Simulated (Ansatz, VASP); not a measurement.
One calculation of GaSb, two programs

Contents of INCAR:

```
SYSTEM = GaSb
ALGO = Normal
EDIFF = 1E-6
ENCUT = 520
GGA = PE
ISIF = 2
ISMEAR = 0
LASPH = .TRUE.
LCHARG = .FALSE.
LREAL = .FALSE.
LWAVE = .FALSE.
NBANDS = 16
NELM = 60
PREC = Accurate
SIGMA = 0.15
```

File KPOINTS:

```
k-points
0
G
  14 14 14
  0 0 0
```

The input POSCAR:

```
GaSb
1.0
    0.0000000000      3.0590000000      3.0590000000
    3.1048850000      0.0000000000      3.0590000000
    3.1048850000      3.0590000000      0.0000000000
Ga Sb
1 1
Direct
    0.0000000000      0.0000000000      0.0000000000
    0.7500000000      0.7500000000      0.7500000000
```

Input for Ansatz:

```yaml
crystal:
  lattice:
    - [0.0, 3.059, 3.059]
    - [3.104885, 0.0, 3.059]
    - [3.104885, 3.059, 0.0]
  atoms:
    - { symbol: Ga, position: [0.0, 0.0, 0.0] }
    - { symbol: Sb, position: [0.75, 0.75, 0.75] }
basis:
  ecutwfc: 420
kpoints:
  mp_grid: { grid: [14, 14, 14] }
hamiltonian:
  xc: pbe
scf:
  occupations: { method: gaussian, width: 0.15 }
output:
  forces: true
  stress: true
  eigenvalues: true
```

Change from the starting cell: strain +0.0150 x Voigt [1, 0, 0, 0, 0, 0], atoms carried along.

Alike in both runs: task single point; functional PBE; k mesh 14 × 14 × 14; occupations gaussian, width 0.15 eV; no spin polarisation.

```csv
,VASP,Ansatz
version,VASP 6.6.1,Ansatz 0.2.0
potentials or method,"VASP PAW PBE potentials, release 64 (Ga_d, Sb), cutoff 520 eV","scalar-relativistic, plane waves, PAW"
valence electrons in the cell,18,28
```

Ansatz gave:

| Item | Value |
| --- | --- |
| gap on the k mesh at the Fermi level (eV) | none |
| pressure (GPa) | 1.5 |
| traceless stress, the component that is largest in VASP (GPa) | -0.43 |

Which values does VASP return?

gap on the k mesh at the Fermi level (eV): none; pressure (GPa): 1.6; traceless stress, the component that is largest in VASP (GPa): -0.43.

A gap of «none» marks a metal or a gap that the smearing closes. VASP's potentials hold 18 valence electrons a cell and Ansatz's 28, so a difference there can come from the potentials and not from the codes.

Spin-orbit coupling is off throughout.
